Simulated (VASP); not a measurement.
Runs of VASP 6.6.1 on Ta. The structure is that of space group P6_3/mmc (No. 194), or close to it. The cells are those of the table. This isn't the form of Ta at room conditions, which is bcc.

| task | cell | k mesh | cutoff (eV) | gap on the mesh (eV) | pressure (GPa) |
| --- | --- | --- | --- | --- | --- |
| single point | a = 2.974, b = 2.974, c = 5.299 Å, angles 90.0, 90.0, 120.0°, 2 atoms | 14 × 14 × 7 | 520 | none | -18.1 |
| single point | a = 2.938, b = 2.938, c = 5.235 Å, angles 90.0, 90.0, 120.0°, 2 atoms | 14 × 14 × 7 | 520 | none | (c) |
| single point | a = 2.825, b = 2.825, c = 5.034 Å, angles 90.0, 90.0, 120.0°, 2 atoms | 14 × 14 × 7 | 520 | none | 9.4 |
| single point | a = 2.785, b = 2.785, c = 4.963 Å, angles 90.0, 90.0, 120.0°, 2 atoms | 14 × 14 × 7 | 520 | none | (a) |
| single point | a = 2.744, b = 2.744, c = 4.890 Å, angles 90.0, 90.0, 120.0°, 2 atoms | 14 × 14 × 7 | 520 | none | (b) |
| single point | a = 2.901, b = 2.901, c = 5.170 Å, angles 90.0, 90.0, 120.0°, 2 atoms | 14 × 14 × 7 | 520 | none | -6.9 |
| single point | a = 2.863, b = 2.863, c = 5.103 Å, angles 90.0, 90.0, 120.0°, 2 atoms | 14 × 14 × 7 | 520 | none | 0.5 |
| single point | a = 2.863, b = 2.863, c = 5.103 Å, angles 90.0, 90.0, 120.0°, 2 atoms | 21 × 21 × 10 | 520 | none | 0.4 |
| relaxation of cell and atoms | relaxed from a = 2.945, b = 2.945, c = 4.809 Å, angles 90.0, 90.0, 120.0°, 2 atoms | 12 × 12 × 7 | 600 | none | 0.0 |
| single point | a = 2.863, b = 2.863, c = 5.103 Å, angles 90.0, 90.0, 120.0°, 2 atoms | 12 × 12 × 7 | 520 | none | 0.1 |

Alike in all rows: level PBEsol; potentials or basis VASP PAW PBE potentials, release 64 (Ta_pv); no spin polarisation; smearing fermi-dirac 0.1 eV.

Problem. Fill in the values left out.

Solution. (a) 20.2; (b) 33.3; (c) -13.1.

Caveats: the PAW data sets were made with another functional, which shifts forces and pressure a little; spin-orbit coupling is left out, which moves the levels of the heavy elements; the cell stands under tension (at least some runs); the cell stands under pressure (at least some runs).

A k mesh can miss the band edges, and the runs leave out spin-orbit coupling on Ta.

A gap of «none» marks levels without a gap at the run's occupations.
